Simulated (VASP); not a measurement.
Crystal: Lu.

```
CELL_PARAMETERS angstrom
0.00000 3.41482 3.41482
3.41482 0.00000 3.41482
3.41482 3.41482 0.00000
ATOMIC_POSITIONS crystal
Lu 0.12500 0.12500 0.12500
Lu 0.87500 0.87500 0.87500
```

This isn't the form of Lu at room conditions, which is hcp.

| Quantity | Value |
| --- | --- |
| Program | VASP 6.6.1 |
| Task | relaxation of cell and atoms |
| Functional | PBEsol |
| Potentials or basis | VASP PAW PBE potentials, release 64 (Lu) |
| Cutoff | 600 eV |
| k mesh | 8 × 8 × 8 |
| Occupations | fermi-dirac, width 0.1 eV |
| Spin | no spin polarisation |

At the start: pressure 1.7 GPa; volume 39.82 Å³/atom.

**Question.** Where does the relaxation end?

**Answer.** Over 10 steps the energy falls by 34.4 meV/atom and the volume is 46.37 Å³/atom (+16.5 %); space group Fd-3m (No. 227, to 0.1 Å) before and after.

The path:
```tsv
step	energy change (eV)	largest force (eV/Å)	pressure (GPa)	volume (Å³)
1	0.0000	0.0000	1.68	79.64
2	-0.0417	0.0000	1.04	84.56
3	-0.0678	0.0000	-0.18	94.62
4	-0.0689	0.0000	-0.12	92.95
5	-0.0659	0.0000	0.31	90.16
6	-0.0686	0.0000	0.08	92.14
7	-0.0688	0.0000	0.14	92.47
8	-0.0688	0.0000	0.12	92.53
9	-0.0688	0.0000	0.07	92.72
10	-0.0688	0.0000	0.02	92.74
```

Final structure:
```cif
data_structure
_symmetry_space_group_name_H-M 'P 1'
_symmetry_Int_Tables_number 1
_cell_length_a 5.0808
_cell_length_b 5.0808
_cell_length_c 5.0808
_cell_angle_alpha 60.000
_cell_angle_beta 60.000
_cell_angle_gamma 60.000
_cell_volume 92.74
loop_
_atom_site_label
_atom_site_type_symbol
_atom_site_fract_x
_atom_site_fract_y
_atom_site_fract_z
_atom_site_occupancy
Lu1 Lu 0.12500 0.12500 0.12500 1
Lu2 Lu 0.87500 0.87500 0.87500 1
```

Caveat: the volume moved by over 15 % at a fixed basis, so the end points are rough; the PAW data sets were made with another functional, which shifts forces and pressure a little.
